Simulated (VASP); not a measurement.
# AlN (P6_3mc) in VASP: notebook, part 2 of 2

VASP 6.6.1.

## 4. Single point, r2SCAN (mode 7 (591.5 1/cm) frozen in, largest displacement -0.050 Å)

POSCAR

```
AlN
1.0
    3.1110021516      0.0000000000      0.0000000000
   -1.5555010758      2.6942068945      0.0000000000
    0.0000000000      0.0000000000      4.9780000000
Al N
2 2
Direct
    0.3333333333      0.6666666667      0.0052142702
    0.6666666667      0.3333333333      0.5052142702
    0.3333333333      0.6666666667      0.3749558055
    0.6666666667      0.3333333333      0.8749558055
```

INCAR.step1

```
SYSTEM = AlN
PREC = Accurate
ENCUT = 520
ISMEAR = 0
SIGMA = 0.05
LREAL = .FALSE.
LASPH = .TRUE.
NELM = 60
NBANDS = 16
GGA = PE
ALGO = Normal
EDIFF = 1E-4
LWAVE = .TRUE.
LCHARG = .FALSE.
```

INCAR.step2

```
SYSTEM = AlN
PREC = Accurate
ENCUT = 520
EDIFF = 1E-6
ISMEAR = 0
SIGMA = 0.05
LREAL = .FALSE.
LASPH = .TRUE.
NELM = 60
ALGO = Normal
ISIF = 2
LWAVE = .FALSE.
LCHARG = .FALSE.
METAGGA = R2SCAN
LMIXTAU = .TRUE.
NBANDS = 16
ISTART = 1
```

KPOINTS

```
regular mesh
0
G
  12 12 6
  0 0 0
```

Potentials or basis: VASP PAW PBE potentials, release 64 (Al, N).

Launch:

```console
cat potpaw_PBE.64/Al/POTCAR potpaw_PBE.64/N/POTCAR > POTCAR
cp INCAR.step1 INCAR
mpirun -np 1 vasp_std > vasp.out
cp INCAR.step2 INCAR
mpirun -np 1 vasp_std > vasp.out
```

OUTCAR:

```text
SYSTEM = AlN
   PREC = Accurate
   ENCUT = 520
   EDIFF = 1E-6
   ISMEAR = 0
   LREAL = .FALSE.
   LASPH = .TRUE.
   NELM = 60
   ISIF = 2
   METAGGA = R2SCAN
   ISTART = 1

 ion  position               nearest neighbor table
   1  0.333  0.667  0.005-   3 1.84   4 1.91   4 1.91   4 1.91   2 3.07   2 3.07   2 3.07   2 3.07
                             2 3.07   2 3.07
   2  0.667  0.333  0.505-   4 1.84   3 1.91   3 1.91   3 1.91   1 3.07   1 3.07   1 3.07   1 3.07
                             1 3.07   1 3.07
   3  0.333  0.667  0.375-   1 1.84   2 1.91   2 1.91   2 1.91
   4  0.667  0.333  0.875-   2 1.84   1 1.91   1 1.91   1 1.91
[... 662 lines left out ...]
  -------------------------------------------------------------------------------------
  Total       -0.9211488     -0.9211488      1.6184045      0.0000000      0.0000000      0.0000000
  in kB      -35.3715593    -35.3715593     62.1457627      0.0000000      0.0000000      0.0000000
  external PRESSURE =      -2.8657853 kB  Pullay stress =       0.0000000 kB

 VOLUME and BASIS-vectors are now :
 -----------------------------------------------------------------------------
  energy-cutoff  :      520.00
  volume of cell :       41.72
      direct lattice vectors                 reciprocal lattice vectors
     3.111002152  0.000000000  0.000000000     0.321439829  0.185583372  0.000000000
    -1.555501076  2.694206895  0.000000000     0.000000000  0.371166744  0.000000000
     0.000000000  0.000000000  4.978000000     0.000000000  0.000000000  0.200883889

 POSITION                                       TOTAL-FORCE (eV/Angst)
 -----------------------------------------------------------------------------------
     -0.00000      1.79614      0.02596        -0.000000     -0.000000     -0.933367
      1.55550      0.89807      2.51496         0.000000      0.000000     -0.933367
     -0.00000      1.79614      1.86653         0.000000     -0.000000      0.933367
      1.55550      0.89807      4.35553        -0.000000     -0.000000      0.933367
 -----------------------------------------------------------------------------------
    total drift:                               -0.000000     -0.000000      0.000866

  FREE ENERGIE OF THE ION-ELECTRON SYSTEM (eV)
  ---------------------------------------------------
  free  energy   TOTEN  =       -38.4024659129 eV

  energy  without entropy=      -38.4024659129  energy(sigma->0) =      -38.40246591
```

OSZICAR.step1:

```text
N       E                     dE             d eps       ncg     rms          rms(c)
DAV:   1     0.408076788947E+02    0.40808E+02   -0.73106E+03  2432   0.894E+02
DAV:   2    -0.309946036446E+02   -0.71802E+02   -0.66084E+02  3440   0.188E+02
DAV:   3    -0.344821657308E+02   -0.34876E+01   -0.34791E+01  3056   0.426E+01
DAV:   4    -0.345030114194E+02   -0.20846E-01   -0.20845E-01  3016   0.373E+00
DAV:   5    -0.345032830564E+02   -0.27164E-03   -0.27163E-03  3128   0.428E-01    0.122E+01
DAV:   6    -0.297080383940E+02    0.47952E+01   -0.10741E+01  2872   0.238E+01    0.418E+00
DAV:   7    -0.297303366239E+02   -0.22298E-01   -0.68134E-01  2640   0.581E+00    0.296E+00
DAV:   8    -0.297221603372E+02    0.81763E-02   -0.60567E-02  2728   0.226E+00    0.581E-01
DAV:   9    -0.297172425750E+02    0.49178E-02   -0.12125E-02  3248   0.814E-01    0.246E-01
DAV:  10    -0.297178539609E+02   -0.61139E-03   -0.22208E-03  2608   0.299E-01    0.130E-01
DAV:  11    -0.297177725495E+02    0.81411E-04   -0.18827E-04  2296   0.107E-01
   1 F= -.29717773E+02 E0= -.29717773E+02  d E =-.141837E-10
```

It took 2.9 min on 1 thread of Intel Xeon 6975P-C, shared host; peak memory 0.19 GiB.

What came out:

```
Free energy            : -38.4025 eV
Pressure               : -0.3 GPa
Largest force          : 0.933 eV/Å
Band gap on the k mesh : 5.02 eV, direct
```

Forces on the atoms (eV/Å):
```
Al   0.000  0.000 -0.933
Al   0.000  0.000 -0.933
N    0.000  0.000  0.933
N    0.000  0.000  0.933
```

Stress tensor (GPa, compression positive):
```
-3.54  0.00  0.00
 0.00 -3.54  0.00
 0.00  0.00  6.21
```

Caveat: the cell differs from its parent crystal (mode 7 (591.5 1/cm) frozen in, largest displacement -0.050 Å); the PAW data sets were made with another functional, which shifts forces and pressure a little. A k mesh can miss the band edges.

## 5. Single point, r2SCAN (mode 7 (591.5 1/cm) frozen in, largest displacement +0.175 Å)

POSCAR

```
AlN
1.0
    3.1110021516      0.0000000000      0.0000000000
   -1.5555010758      2.6942068945      0.0000000000
    0.0000000000      0.0000000000      4.9780000000
Al N
2 2
Direct
    0.3333333333      0.6666666667     -0.0182499457
    0.6666666667      0.3333333333      0.4817500543
    0.3333333333      0.6666666667      0.4201546806
    0.6666666667      0.3333333333      0.9201546806
```

INCAR.step1

```
ALGO = Normal
EDIFF = 1E-4
ENCUT = 520
GGA = PE
ISMEAR = 0
LASPH = T
LCHARG = F
LREAL = F
LWAVE = T
NBANDS = 16
NELM = 60
PREC = Accurate
SIGMA = 0.05
```

INCAR.step2

```
ALGO = Normal
EDIFF = 1E-7
ENCUT = 520
ISIF = 2
ISMEAR = 0
ISTART = 1
LASPH = T
LCHARG = F
LMIXTAU = T
LREAL = F
LWAVE = F
METAGGA = R2SCAN
NBANDS = 16
NELM = 60
PREC = Accurate
SIGMA = 0.05
```

KPOINTS

```
k-points
0
Gamma
  12 12 6
```

Launch:

```console
cat potpaw_PBE.64/Al/POTCAR potpaw_PBE.64/N/POTCAR > POTCAR
cp INCAR.step1 INCAR
mpirun -np 1 vasp_std > vasp.out
cp INCAR.step2 INCAR
mpirun -np 1 vasp_std > vasp.out
```

Run time: 3 min. Hardware: 1 thread of Intel Xeon 6975P-C, shared host; peak memory 0.19 GiB.

The run converged. Its results:

| Item | Value |
| --- | --- |
| Free energy | -37.8668 eV |
| Pressure | 3.4 GPa |
| Largest force | 1.427 eV/Å |
| Band gap on the k mesh | 3.93 eV, direct |

Forces in eV/Å, atoms in the order of the input:
```
Al   0.000  0.000  1.427
Al   0.000  0.000  1.427
N    0.000  0.000 -1.427
N    0.000  0.000 -1.427
```

Stress tensor (GPa, compression positive):
```
 10.96   0.00   0.00
  0.00  10.96   0.00
  0.00   0.00 -11.77
```

Levels at points of the mesh, in eV from the valence-band top:
```tsv
k point	band 5	band 6	band 7	band 8	band 9	band 10	band 11	band 12
(0.00, 0.00, 0.00)	-2.13	-1.47	-1.47	0.00	3.93	6.82	11.09	11.09
(0.50, 0.00, 0.00)	-3.89	-3.27	-2.11	-1.87	5.91	6.12	7.72	10.23
(0.00, 0.00, 0.50)	-1.81	-1.81	-1.81	-1.81	6.66	6.66	10.43	10.43
(0.50, 0.00, 0.50)	-2.64	-2.64	-1.85	-1.85	5.34	5.34	8.76	8.76
```

Caveat: the cell differs from its parent crystal (mode 7 (591.5 1/cm) frozen in, largest displacement +0.175 Å); the PAW data sets were made with another functional, which shifts forces and pressure a little.
